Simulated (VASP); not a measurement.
Wanted: the native input for a VASP 6.6.1 run.

| Property | Result |
| --- | --- |
| Task | single point |
| Functional | PBEsol |
| Potentials or basis | VASP PAW PBE potentials, release 64 (Gd) |
| Cutoff | 600 eV |
| k mesh | 14 × 14 × 14 |
| Occupations | fermi-dirac, width 0.08 eV |
| Spin | collinear spin, ferromagnetic start |
| Starting moments | [7.0] μB |
| Dipole correction | no |
| Further INCAR settings | ALGO = Normal; EDIFF = 1e-06; NBANDS = 19 |

The structure of Gd lies in POSCAR:

```
Gd
1.0
   -1.6208815873      1.6208815873      1.6208815873
    1.6208815873     -1.6208815873      1.6208815873
    1.6208815873      1.6208815873     -1.6208815873
Gd
1
Direct
    0.0000000000      0.0000000000      0.0000000000
```

This cell differs from its parent crystal: volume scaled by 0.55.

These files were run (other wordings do the same):

INCAR

```
SYSTEM = Gd
PREC = Accurate
ENCUT = 600
EDIFF = 1E-6
ISMEAR = -1
SIGMA = 0.08
LREAL = .FALSE.
LASPH = .TRUE.
NELM = 200
ALGO = Normal
ISIF = 2
LWAVE = .FALSE.
LCHARG = .TRUE.
ISPIN = 2
MAGMOM = 7
LORBIT = 11
LMAXMIX = 6
GGA = PS
LELF = .TRUE.
LVHAR = .TRUE.
NBANDS = 19
GGA_COMPAT = .FALSE.
```

KPOINTS

```
regular mesh
0
G
  14 14 14
  0 0 0
```

Potentials or basis: VASP PAW PBE potentials, release 64 (Gd).

Launch:

```sh
$ cat potpaw_PBE.64/Gd/POTCAR > POTCAR
$ mpirun -np 1 vasp_std > vasp.out
```

Results of the run:

| Property | Result |
| --- | --- |
| Pressure | 55.1 GPa |
| Net moment | 7.17 μB per cell |
| Site moments | Gd +6.83 μB |
| Valence electrons inside the program's atomic spheres | Gd 15.80 |

Caveat: the PAW data sets were made with another functional, which shifts forces and pressure a little.

It took 69 s on 1 thread of Intel(R) Xeon(R) 6975P-C (Granite Rapids) (shared host), peak memory 0.21 GiB.
